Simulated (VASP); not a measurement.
Runs of VASP 6.6.1 on Ge. The structure is that of space group P6_3/mmc (No. 194), or close to it. The cells are those of the table. This isn't the form of Ge at room conditions, which is diamond.

```tsv
cell	gap on the mesh (eV)	pressure (GPa)	largest force (eV/Å)
a = 4.180, b = 4.180, c = 6.893 Å, angles 90.0, 90.0, 120.0°, 4 atoms	none	-4.3	0.03
a = 4.180, b = 4.180, c = 6.592 Å, angles 90.0, 90.0, 120.0°, 4 atoms	none	(b)	0.37
a = 4.119, b = 4.119, c = 6.893 Å, angles 90.0, 90.0, 120.0°, 4 atoms	none	-3.0	0.06
a = 4.180, b = 4.180, c = 6.793 Å, angles 90.0, 90.0, 120.0°, 4 atoms	none	(a)	0.12
a = 4.180, b = 4.180, c = 6.693 Å, angles 90.0, 90.0, 120.0°, 4 atoms	none	-3.0	0.23
a = 4.058, b = 4.058, c = 6.893 Å, angles 90.0, 90.0, 120.0°, 4 atoms	-	-1.6	0.18
a = 4.119, b = 4.119, c = 6.693 Å, angles 90.0, 90.0, 120.0°, 4 atoms	none	-1.7	0.12
```

Alike in all rows: task single point; level PBE; potentials or basis VASP PAW PBE potentials, release 64 (Ge_d); no spin polarisation; k mesh 12 × 12 × 8; cutoff (eV) 520; smearing gaussian 0.15 eV.

Problem. Estimate the missing entries.

Solution. (a) -3.7; (b) -2.1.

Caveats: semilocal functionals underestimate gaps, so a narrow gap can read as zero (at least some runs); the cell stands under tension (at least some runs).

A k mesh can miss the band edges, and the runs leave out spin-orbit coupling on Ge.

A gap of «none» marks levels without a gap at the run's occupations.
